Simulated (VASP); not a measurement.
A run of VASP 6.6.1 is set up as follows.

File INCAR:

```
SYSTEM = AlFe
  PREC = Accurate
  ENCUT = 520
  EDIFF = 1E-6
  ISMEAR = 0
  SIGMA = 0.15
  LREAL = .False.
  LASPH = .True.
  NELM = 150
  ALGO = Normal
  ISIF = 2
  LWAVE = .False.
  LCHARG = .False.
  ISPIN = 2
  MAGMOM = 0 0.84
  LORBIT = 11
  LMAXMIX = 4
  GGA = PS
  NBANDS = 16
```

The input KPOINTS:

```
Automatic mesh
0
Gamma
  18 18 18
  0 0 0
```

File POSCAR:

```
AlFe
1.0
    2.9100000000      0.0000000000      0.0000000000
    0.0000000000      2.9100000000      0.0000000000
    0.0000000000      0.0000000000      2.9100000000
Al Fe
1 1
Direct
    0.0000000000      0.0000000000      0.0000000000
    0.5000000000      0.5000000000      0.5000000000
```

Potentials or basis: VASP PAW PBE potentials, release 64 (Al, Fe).

Command:

```sh
$ cat potpaw_PBE.64/Al/POTCAR potpaw_PBE.64/Fe/POTCAR > POTCAR
$ mpirun -np 1 vasp_std > vasp.out
```

(1) Estimate the net moment.

(2) Estimate the site moments.

Answers

(1) 0.73 μB per cell.

(2) Al -0.02; Fe +0.77 μB.
